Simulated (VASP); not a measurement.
**AlN: single point with PBEsol**

Crystal: AlN.

```
Al N
1.0
     3.26180    0.00000    0.00000
    -1.63090    2.82480    0.00000
     0.00000    0.00000    3.93300
Al N
2 2
Cartesian
  0.0000 1.8832 2.9497
  1.6309 0.9416 0.9832
  0.0000 1.8832 0.9832
  1.6309 0.9416 2.9497
```

```json
{
 "Program": "VASP 6.6.1",
 "Task": "single point",
 "Functional": "PBEsol",
 "Potentials or basis": "VASP PAW PBE potentials, release 64 (Al, N)",
 "Cutoff": "520 eV",
 "k mesh": "9 × 9 × 6",
 "Occupations": "gaussian, width 0.05 eV",
 "Spin": "no spin polarisation",
 "Dipole correction": "no",
 "Further INCAR settings": "ALGO = Normal; EDIFF = 1e-06; NBANDS = 16"
}
```

* Pressure: 18.6 GPa
* Band gap on the k mesh: 3.95 eV

Stress tensor (GPa, compression positive):
```
15.19  0.00  0.00
 0.00 15.19  0.00
 0.00  0.00 25.33
```

Levels at points of the mesh, in eV from the valence-band top:
```csv
k point,band 4,band 5,band 6,band 7,band 8,band 9,band 10,band 11,band 12,band 13
"(0.00, 0.00, 0.00)",-3.54,-3.54,-1.52,-1.52,0.00,3.95,5.14,8.58,8.58,12.09
"(0.00, 0.00, 0.50)",-3.73,-2.58,-2.58,-2.58,-2.58,6.25,6.25,8.61,8.61,8.61
```

It took 17 s on 1 thread of Intel(R) Xeon(R) Platinum 8259CL CPU @ 2.50GHz (Skylake/Cascade Lake), with other jobs on the host, peak memory 0.15 GiB.

Caveat: the cell stands under pressure; the PAW data sets were made with another functional, which shifts forces and pressure a little; an odd mesh through Γ misses points on the zone boundary, where band edges can lie.
